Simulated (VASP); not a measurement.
Here is a VASP 6.6.1 calculation.

The input INCAR:

```
SYSTEM = Ni3O4
PREC = Accurate
ENCUT = 520
EDIFF = 1E-6
ISMEAR = 0
SIGMA = 0.1
LREAL = .False.
LASPH = .True.
NELM = 60
ALGO = Normal
ISIF = 2
LWAVE = .False.
LCHARG = .True.
GGA = PS
LELF = .True.
LVHAR = .True.
NBANDS = 36
```

File KPOINTS:

```
Automatic mesh
0
Gamma
  8 8 12
  0 0 0
```

POSCAR

```
Ni3O4
1.0
    2.7279555844     -3.7861610736      0.0000000000
    2.7279555844      3.7861610736      0.0000000000
    0.0000000000      0.0000000000      2.7835180108
Ni O
3 4
Direct
    0.5000000000      0.0000000000      0.5000000000
    0.0000000000      0.5000000000      0.5000000000
    0.0000000000      0.0000000000      0.0000000000
    0.7714951888      0.7714951888      0.5000000000
    0.2285048112      0.2285048112      0.5000000000
    0.2474481310      0.7525518690      0.0000000000
    0.7525518690      0.2474481310      0.0000000000
```

Potentials or basis: VASP PAW PBE potentials, release 64 (Ni, O).

Command:

```sh
$ cat potpaw_PBE.64/Ni/POTCAR potpaw_PBE.64/O/POTCAR > POTCAR
$ mpirun -np 1 vasp_std > vasp.out
```

Task: Predict the largest force.

Result: 0.054 eV/Å.

Task: Predict the pressure.

Result: 26.9 GPa.

Task: What does it give for the band gap on the k mesh?

Result: Zero (bands 27 and 28 overlap by 0.48 eV).

Forces in eV/Å, atoms in the order of the input:
```
Ni   0.000  0.000  0.000
Ni   0.000  0.000  0.000
Ni   0.000  0.000  0.000
O   -0.054  0.000  0.000
O    0.054  0.000  0.000
O    0.000 -0.036  0.000
O    0.000  0.036  0.000
```

Caveat: the cell stands under pressure; the PAW data sets were made with another functional, which shifts forces and pressure a little; the run has no spin polarisation, though such a crystal can be magnetic; semilocal functionals often make such compounds metallic where correlation or magnetic order opens a gap, which also shifts bond lengths. Spin polarisation is off, so any magnetic state and its effect on volume and gap are missing.
